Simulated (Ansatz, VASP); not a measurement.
# Two plane-wave programs on Fe

```
Fe
1.0
     2.28307    0.00000    0.00000
     0.00000    2.28307    0.00000
     0.00000    0.00000    2.28307
Fe
1
Direct
  0.00000 0.00000 0.00000
```

Alike in both runs: task relaxation of cell and atoms; functional PBE; k mesh 18 × 18 × 18; occupations fermi-dirac, width 0.03 eV; collinear spin.

|  | VASP | Ansatz |
| --- | --- | --- |
| version | VASP 6.6.1 | Ansatz 0.2.0 |
| potentials or method | VASP PAW PBE potentials, release 64 (Fe) | PAW with Ansatz's default frozen-core files, scalar-relativistic |
| plane-wave cutoff (eV) | 600 | 420 |
| valence electrons in the cell | 8 | 16 |

|  | VASP | Ansatz | Ansatz less VASP |
| --- | --- | --- | --- |
| net moment per atom (μB) | 2.36 | 2.36 | -0.002 |
| size of the moment on the site where the two differ most (μB) | 2.35 | 2.34 | -0.012 |
| relaxed volume (Å³/atom) | 13.23 | 13.28 | +0.046 |
| relaxed cell length with the largest relative difference (Å) | 2.365 | 2.368 | +0.0027 |

Site moments also hang on the region over which each program counts them. VASP's potentials hold 8 valence electrons a cell and Ansatz's 16, so a difference there can come from the potentials and not from the codes.
